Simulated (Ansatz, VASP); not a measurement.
# One calculation of Be3Te4, two programs

```xyz
7
Lattice="7.6190 0.0000 0.0000 -3.8095 6.5983 0.0000 0.0000 0.0000 5.7880" Properties=species:S:1:pos:R:3 pbc="T T T"
Be    3.8095    0.0000    0.0000
Be   -1.9048    3.2991    0.0000
Be    1.9048    3.2991    0.0000
Te    0.0000    4.3989    0.0000
Te    3.8095    2.1994    0.0000
Te    0.0000    0.0000    0.0000
Te    0.0000    0.0000    2.8940
```

Alike in both runs: functional PBE; k mesh 3 × 3 × 3; occupations gaussian, width 0.2 eV; no spin polarisation.

Ansatz relaxed the structure, and its values are those at the end. VASP's run is a single point on that final structure, the one shown.

```csv
,VASP,Ansatz
version,VASP 6.6.1,Ansatz 0.2.0
potentials or method,"VASP PAW PBE potentials, release 64 (Be, Te), cutoff 600 eV","scalar-relativistic, plane waves, PAW"
valence electrons in the cell,30,70
```

Ansatz gave:

```
gap on the k mesh at the Fermi level (eV) : none
pressure (GPa)                            : 0.6
```

Q: What did VASP give for the same quantities?

A: gap on the k mesh at the Fermi level (eV): none; pressure (GPa): 0.7.

A gap of «none» marks a metal or a gap that the smearing closes. VASP's potentials hold 30 valence electrons a cell and Ansatz's 70, so a difference there can come from the potentials and not from the codes.

The k mesh is coarse, so the values compare programs but aren't converged. Spin-orbit coupling is off throughout.
